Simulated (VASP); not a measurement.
# TiC (Fm-3m) in VASP: notebook

TiC is run at these levels: PBEsol+U, PBE+D4, BLYP+D3(BJ); tasks: single point, relaxation of cell and atoms.

Program: VASP 6.6.1. These are calculated values, not measurements. Logs are shortened: lines on timing, memory, paths and dates and some standing lists are left out, and cuts for length are marked.

## Step 1: The cell of the first run

It takes space group Fm-3m (No. 225, cubic). Conventional cell: a = 4.320 Å, b = 4.320 Å, c = 4.320 Å, α = 90.00°, β = 90.00°, γ = 90.00°. Ti (site symmetry m-3m) has 6 C at 2.16 Å within 2.9 Å. C (site symmetry m-3m) has 6 Ti at 2.16 Å within 2.9 Å.

## Step 2: Single point, PBEsol+U

The input, INCAR:

```
PREC     = Accurate       # precision mode
ENCUT    = 520            # plane-wave cutoff, eV
EDIFF    = 1E-6           # SCF threshold, eV
ISMEAR   = -1             # smearing method
SIGMA    = 0.05           # smearing width, eV
LREAL    = False          # projectors in reciprocal space
LASPH    = True           # aspherical terms in the spheres
NELM     = 150            # most SCF steps
ALGO     = Normal         # electronic algorithm
ISIF     = 2              # what is computed and relaxed
LWAVE    = False          # write WAVECAR
LCHARG   = False          # write CHGCAR
LMAXMIX  = 4              # l up to which the mixer works
LDAU     = True           # DFT+U
LDAUTYPE = 2            
LDAUL    = 2 -1           # shell
LDAUU    = 3 0            # U, eV
LDAUJ    = 0 0          
LDAUPRINT= 1            
GGA      = PS             # functional
NBANDS   = 15             # bands
```

The input, KPOINTS:

```
regular mesh
0
Gamma
  11 11 11
```

The input, POSCAR:

```
TiC
1.0
    0.0000000000      2.1601819759      2.1601819759
    2.1601819759      0.0000000000      2.1601819759
    2.1601819759      2.1601819759      0.0000000000
Ti C
1 1
Direct
    0.0000000000      0.0000000000      0.0000000000
    0.5000000000      0.5000000000      0.5000000000
```

Potentials or basis: VASP PAW PBE potentials, release 64 (Ti_sv, C).

The run is started by

```bash
$ cat potpaw_PBE.64/Ti_sv/POTCAR potpaw_PBE.64/C/POTCAR > POTCAR
$ mpirun -np 1 vasp_std > vasp.out
```

OUTCAR:

```text
PREC = Accurate
   ENCUT = 520
   EDIFF = 1E-6
   ISMEAR = -1
   LREAL = False
   LASPH = True
   NELM = 150
   ISIF = 2
   GGA = PS

 ion  position               nearest neighbor table
   1  0.000  0.000  0.000-   2 2.16   2 2.16   2 2.16   2 2.16   2 2.16   2 2.16
   2  0.500  0.500  0.500-   1 2.16   1 2.16   1 2.16   1 2.16   1 2.16   1 2.16

  LATTYP: Found a face centered cubic cell.
 ALAT       =     4.3203639518

  Lattice vectors:

 A1 = (   0.0000000000,   2.1601819759,   2.1601819759)
 A2 = (   2.1601819759,   0.0000000000,   2.1601819759)
 A3 = (   2.1601819759,   2.1601819759,   0.0000000000)

Analysis of symmetry for initial positions (statically):
=====================================================================
 Subroutine PRICEL returns:
 Original cell was already a primitive cell.

 Routine SETGRP: Setting up the symmetry group for a
 face centered cubic supercell.

 Subroutine GETGRP returns: Found 48 space group operations
[... 9 lines left out ...]

 Routine SETGRP: Setting up the symmetry group for a
 face centered cubic supercell.

 Subroutine GETGRP returns: Found 48 space group operations
[... 11 lines left out ...]
                                     Primitive cell

  volume of cell :      20.1605

  direct lattice vectors                    reciprocal lattice vectors
     0.000000000  2.160181976  2.160181976    -0.231461981  0.231461981  0.231461981
     2.160181976  0.000000000  2.160181976     0.231461981 -0.231461981  0.231461981
     2.160181976  2.160181976  0.000000000     0.231461981  0.231461981 -0.231461981

  length of vectors
     3.054958648  3.054958648  3.054958648     0.400903912  0.400903912  0.400903912

  position of ions in fractional coordinates (direct lattice)
[... 8 lines left out ...]
----------------------------------------------------------------------------------------

 KPOINTS: regular mesh

Automatic generation of k-mesh.
 Grid dimensions read from file:
 generate k-points for:   11   11   11

 Generating k-lattice:

  Cartesian coordinates                     Fractional coordinates (reciprocal lattice)
    -0.021041998  0.021041998  0.021041998     0.090909091  0.000000000  0.000000000
     0.021041998 -0.021041998  0.021041998     0.000000000  0.090909091  0.000000000
[... 119 lines left out ...]
 occupancies and eigenvectors

  o =  0.1262  v =  1.0000  0.0000  0.0000  0.0000  0.0000  0.0000  0.0000  0.0000  0.0000  0.0000      0.0000  0.0000  0.0000  0.0000  0.0000  0.0000  0.0000  0.0000  0.0000  0.0000
  o =  0.1262  v =  0.0000  0.0000  0.0000  0.0000  0.0000  1.0000  0.0000  0.0000  0.0000  0.0000      0.0000  0.0000  0.0000  0.0000  0.0000  0.0000  0.0000  0.0000  0.0000  0.0000
  o =  0.1262  v =  0.0000  0.4319  0.0000  0.9019 -0.0000  0.0000  0.0000  0.0000  0.0000  0.0000      0.0000  0.0000  0.0000  0.0000  0.0000  0.0000  0.0000  0.0000  0.0000  0.0000
  o =  0.1262  v =  0.0000  0.0000  0.0000  0.0000  0.0000  0.0000  0.4319  0.0000  0.9019 -0.0000      0.0000  0.0000  0.0000  0.0000  0.0000  0.0000  0.0000  0.0000  0.0000  0.0000
  o =  0.1262  v =  0.0000  0.9019  0.0000 -0.4319  0.0000  0.0000  0.0000  0.0000  0.0000  0.0000      0.0000  0.0000  0.0000  0.0000  0.0000  0.0000  0.0000  0.0000  0.0000  0.0000
  o =  0.1262  v =  0.0000  0.0000  0.0000  0.0000  0.0000  0.0000  0.9019  0.0000 -0.4319  0.0000      0.0000  0.0000  0.0000  0.0000  0.0000  0.0000  0.0000  0.0000  0.0000  0.0000
  o =  0.2834  v =  0.0000  0.0000  0.0000  0.0000  0.0000  0.0000  0.0000 -1.0000  0.0000  0.0060      0.0000  0.0000  0.0000  0.0000  0.0000  0.0000  0.0000  0.0000  0.0000  0.0000
  o =  0.2834  v =  0.0000  0.0000 -1.0000  0.0000  0.0060  0.0000  0.0000  0.0000  0.0000  0.0000      0.0000  0.0000  0.0000  0.0000  0.0000  0.0000  0.0000  0.0000  0.0000  0.0000
  o =  0.2834  v =  0.0000  0.0000  0.0000  0.0000  0.0000  0.0000  0.0000 -0.0060 -0.0000 -1.0000      0.0000  0.0000  0.0000  0.0000  0.0000  0.0000  0.0000  0.0000  0.0000  0.0000
  o =  0.2834  v =  0.0000  0.0000 -0.0060 -0.0000 -1.0000  0.0000  0.0000  0.0000  0.0000  0.0000      0.0000  0.0000  0.0000  0.0000  0.0000  0.0000  0.0000  0.0000  0.0000  0.0000

 number of electron      16.0000001 magnetization

 Free energy of the ion-electron system (eV)
  ---------------------------------------------------
  ext. energy  EPLUGINS =         0.00000000
  ---------------------------------------------------
  free energy    TOTEN  =       -17.52588869 eV

  energy without entropy =      -17.52307148  energy(sigma->0) =      -17.52448008

 E-fermi :   9.8356     XC(G=0): -12.9063

 val. band max:        9.7163929243   @ k =   0.0909   0.0000   0.0000
 cond. band min:       9.8436281144   @ k =   0.1818   0.1818   0.0000
 fundamental gap:      0.1272351900
 Fermi energy:         9.8356319625

 k-point     1 :       0.0000    0.0000    0.0000
  band No.  band energies     occupation
      1     -47.3582      2.00000
      2     -23.4572      2.00000
      3     -23.4572      2.00000
      4     -23.4572      2.00000
      5      -2.8884      2.00000
      6      10.7033      0.00000
      7      10.7033      0.00000
      8      10.7033      0.00000
      9      11.3369      0.00000
     10      11.3369      0.00000
     11      11.3369      0.00000
     12      11.4155      0.00000
     13      11.4155      0.00000
     14      20.1096      0.00000
[... 401 lines left out ...]
      2     -23.7325      2.00000
      3     -23.5660      2.00000
      4     -23.4777      2.00000
      5      -1.1214      2.00000
      6       6.4060      2.00000
      7       7.5045      2.00000
      8       7.7993      2.00000
      9      11.5906      0.00000
     10      12.5789      0.00000
     11      13.4503      0.00000
     12      14.1876      0.00000
     13      17.0067      0.00000
     14      21.3273      0.00000
     15      23.1089      0.00000

 [... further k-points ...]
[... 5 lines left out ...]
  --------------------------------------------------------------------------------------
  -------------------------------------------------------------------------------------
  Total        0.5327725      0.5327725      0.5327725     -0.0000000      0.0000000      0.0000000
  in kB       42.3400503     42.3400503     42.3400503     -0.0000000      0.0000000      0.0000000
  external PRESSURE =      42.3400503 kB  Pullay stress =       0.0000000 kB

 VOLUME and BASIS-vectors are now :
 -----------------------------------------------------------------------------
  energy-cutoff  :      520.00
  volume of cell :       20.16
      direct lattice vectors                 reciprocal lattice vectors
     0.000000000  2.160181976  2.160181976    -0.231461981  0.231461981  0.231461981
     2.160181976  0.000000000  2.160181976     0.231461981 -0.231461981  0.231461981
     2.160181976  2.160181976  0.000000000     0.231461981  0.231461981 -0.231461981

 POSITION                                       TOTAL-FORCE (eV/Angst)
 -----------------------------------------------------------------------------------
      0.00000      0.00000      0.00000        -0.000000     -0.000000      0.000000
      2.16018      2.16018      2.16018         0.000000      0.000000      0.000000
 -----------------------------------------------------------------------------------
    total drift:                                0.000000     -0.000000     -0.000000

  FREE ENERGIE OF THE ION-ELECTRON SYSTEM (eV)
  ---------------------------------------------------
  free  energy   TOTEN  =       -17.5258886909 eV

  energy  without entropy=      -17.5230714784  energy(sigma->0) =      -17.52448008
```

Run time: 21 s. Hardware: 1 thread of Intel Xeon Platinum 8259CL at 2.50GHz (Skylake/Cascade Lake), shared host; peak memory 0.15 GiB.

What came out:

| Quantity | Value |
| --- | --- |
| Free energy | -17.5259 eV |
| Pressure | 4.2 GPa |
| Band gap on the k mesh | zero (band 8 reaches 10.70 eV, above the bottom of band 9 at 9.31 eV) |

Eigenvalues of the final occupation matrices:
| site | spin | trace | eigenvalues |
| --- | --- | --- | --- |
| site 1 d | 1 | 0.95 | 0.13 0.13 0.13 0.28 0.28 |
| site 1 d | 2 | 0.95 | 0.13 0.13 0.13 0.28 0.28 |

Caveat: the PAW data sets were made with another functional, which shifts forces and pressure a little; U without spin polarisation on a metal has little footing; the U is typed as a test and isn't derived for this compound.

## Step 3: Relaxation of cell and atoms, PBE+D4

This run uses another cell than the first one, of 10.16 Å³/atom, 1.008 times its volume.

The input, INCAR:

```
SYSTEM = TiC
PREC     = Accurate       ! precision mode
ENCUT    = 600            ! plane-wave cutoff, eV
EDIFF    = 1E-7           ! SCF threshold, eV
ISMEAR   = -1             ! smearing method
SIGMA    = 0.05           ! smearing width, eV
LREAL    = .False.        ! projectors in reciprocal space
LASPH    = .True.         ! aspherical terms in the spheres
NELM     = 100            ! most SCF steps
ALGO     = Normal         ! electronic algorithm
ISIF     = 3              ! what is computed and relaxed
LWAVE    = .False.        ! write WAVECAR
LCHARG   = .False.        ! write CHGCAR
GGA      = PE             ! functional
IVDW     = 13             ! dispersion correction
IBRION   = 2              ! ionic algorithm
NSW      = 60             ! ionic steps
EDIFFG   = -0.01          ! ionic threshold
```

The input, KPOINTS:

```
Automatic mesh
0
Gamma
  11 11 11
  0 0 0
```

The input, POSCAR:

```
TiC
1.0
    0.0000000000      2.1657188437      2.1657188437
    2.1657188437      0.0000000000      2.1657188437
    2.1657188437      2.1657188437      0.0000000000
Ti C
1 1
Direct
    0.0000000000      0.0000000000      0.0000000000
    0.5000000000      0.5000000000      0.5000000000
```

Potentials or basis: VASP PAW PBE potentials, release 64 (Ti_sv, C).

The run is started by

```bash
$ cat potpaw_PBE.64/Ti_sv/POTCAR potpaw_PBE.64/C/POTCAR > POTCAR
$ mpirun -np 1 vasp_std > vasp.out
```

Run time: 42 s. Hardware: 1 thread of Intel Xeon Platinum 8259CL at 2.50GHz (Skylake/Cascade Lake), shared host; peak memory 0.15 GiB.

It converged, with:

| Item | Value |
| --- | --- |
| Free energy | -19.2689 eV |
| Relaxed volume | 9.98 Å³/atom |
| Relaxed cell | a = 3.045 Å, b = 3.045 Å, c = 3.045 Å, α = 60.00°, β = 60.00°, γ = 60.00° |
| Space group after relaxing (to 0.05 Å) | Fm-3m (No. 225) |
| Energy gained by relaxing | 2.5 meV/atom |
| Ionic steps | 3 |
| Pressure after relaxing | 0.0 GPa |
| Band gap on the k mesh | zero (band 8 reaches 10.32 eV, above the bottom of band 9 at 9.21 eV) |
| Dispersion energy per atom | -0.282 eV |

Step by step:
| step | energy change (eV) | largest force (eV/Å) | pressure (GPa) | volume (Å³) |
| --- | --- | --- | --- | --- |
| 1 | 0.0000 | 0.0000 | -4.40 | 20.32 |
| 2 | 0.0036 | 0.0000 | 6.17 | 19.51 |
| 3 | -0.0050 | 0.0000 | -0.01 | 19.96 |

Final structure:
```xyz
2
Lattice="0.0000 2.1530 2.1530 2.1530 0.0000 2.1530 2.1530 2.1530 0.0000" Properties=species:S:1:pos:R:3 pbc="T T T"
Ti    0.0000    0.0000    0.0000
C     2.1530    2.1530    2.1530
```

Levels at points of the mesh, in eV from the Fermi level:
```
           k point  band 4  band 5  band 6  band 7  band 8  band 9  band 10  band 11  band 12
(0.00, 0.00, 0.00)  -32.62  -12.54    0.63    0.63    0.63    1.64     1.64     1.64     1.68
```

Caveat: pairwise dispersion overbinds metals, which lowers pressure and volume.

## Step 4: Relaxation of cell and atoms, BLYP+D3(BJ)

This run uses another cell than the first one, of 10.16 Å³/atom, 1.008 times its volume.

The input, INCAR:

```
SYSTEM = TiC
PREC = Accurate
ENCUT = 600
EDIFF = 1E-6
ISMEAR = -1
SIGMA = 0.05
LREAL = .False.
LASPH = .True.
NELM = 60
ALGO = Normal
ISIF = 3
LWAVE = .False.
LCHARG = .False.
GGA = B5
ALDAX = 1.0
AGGAX = 1.0
AGGAC = 1.0
ALDAC = 0.0
IVDW = 12
VDW_S6 = 1.0
VDW_S8 = 2.6996
VDW_A1 = 0.4298
VDW_A2 = 4.2359
IBRION = 2
NSW = 60
EDIFFG = -0.01
```

The input, KPOINTS:

```
regular mesh
0
Gamma
  11 11 11
  0 0 0
```

POSCAR is that of step 3.

The run is started by

```bash
$ cat potpaw_PBE.64/Ti_sv/POTCAR potpaw_PBE.64/C/POTCAR > POTCAR
$ mpirun -np 1 vasp_std > vasp.out
```

Run time: 56 s. Hardware: 1 thread of Intel Xeon Platinum 8259CL at 2.50GHz (Skylake/Cascade Lake), shared host; peak memory 0.16 GiB.

It converged, with:

- Free energy: -19.0542 eV
- Relaxed volume: 9.84 Å³/atom
- Relaxed cell: a = 3.031 Å, b = 3.031 Å, c = 3.031 Å, α = 60.00°, β = 60.00°, γ = 60.00°
- Space group after relaxing (to 0.05 Å): Fm-3m (No. 225)
- Energy gained by relaxing: 7.9 meV/atom
- Ionic steps: 3
- Pressure after relaxing: 0.0 GPa
- Band gap on the k mesh: zero (band 8 reaches 10.92 eV, above the bottom of band 9 at 9.81 eV)
- Dispersion energy per atom: -1.041 eV

The path:
| step | energy change (eV) | largest force (eV/Å) | pressure (GPa) | volume (Å³) |
| --- | --- | --- | --- | --- |
| 1 | 0.0000 | 0.0000 | -7.80 | 20.32 |
| 2 | 0.0115 | 0.0000 | 11.53 | 18.90 |
| 3 | -0.0159 | 0.0000 | 0.03 | 19.69 |

Final structure:
```
CELL_PARAMETERS angstrom
0.00000 2.14315 2.14315
2.14315 0.00000 2.14315
2.14315 2.14315 0.00000
ATOMIC_POSITIONS crystal
Ti 0.00000 0.00000 0.00000
C 0.50000 0.50000 0.50000
```

Levels at points of the mesh, in eV from the Fermi level:
```csv
k point,band 6,band 7,band 8,band 9,band 10,band 11
"(0.00, 0.00, 0.00)",0.63,0.63,0.63,1.59,1.59,1.59
```

Caveat: the PAW data sets were made with another functional, which shifts forces and pressure a little; pairwise dispersion overbinds metals, which lowers pressure and volume.

(Part 1 of 2 ends here.)
